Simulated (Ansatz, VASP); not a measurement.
## BP: VASP beside Ansatz

```
CELL_PARAMETERS angstrom
0.00000 2.26900 2.26900
2.26900 0.00000 2.26900
2.26900 2.26900 0.00000
ATOMIC_POSITIONS crystal
P 0.75000 0.75000 0.75000
B 0.00000 0.00000 0.00000
```

Alike in both runs: functional HF; k mesh 5 × 5 × 5; occupations fermi-dirac, width 0.05 eV; no spin polarisation.

|  | VASP | Ansatz |
| --- | --- | --- |
| version | VASP 6.6.1 | Ansatz 0.2.0 |
| potentials or method | VASP PAW PBE potentials, release 64 (P, B) | Ansatz PAW |
| plane-wave cutoff (eV) | 520 | 420 |
| valence electrons in the cell | 8 | 8 |
| task | single point | band structure |

Ansatz gave:

- gap on the k mesh at the Fermi level (eV): 7.92
- least direct gap on the mesh (eV): 10.79
- pressure (GPa): 5.9

Q: Which values does VASP return?

A: gap on the k mesh at the Fermi level (eV): 8.07; least direct gap on the mesh (eV): 10.95; pressure (GPa): 3.8.

VASP's potentials were made for PBE, not for HF.

The k mesh is coarse, so the values compare programs but aren't converged.
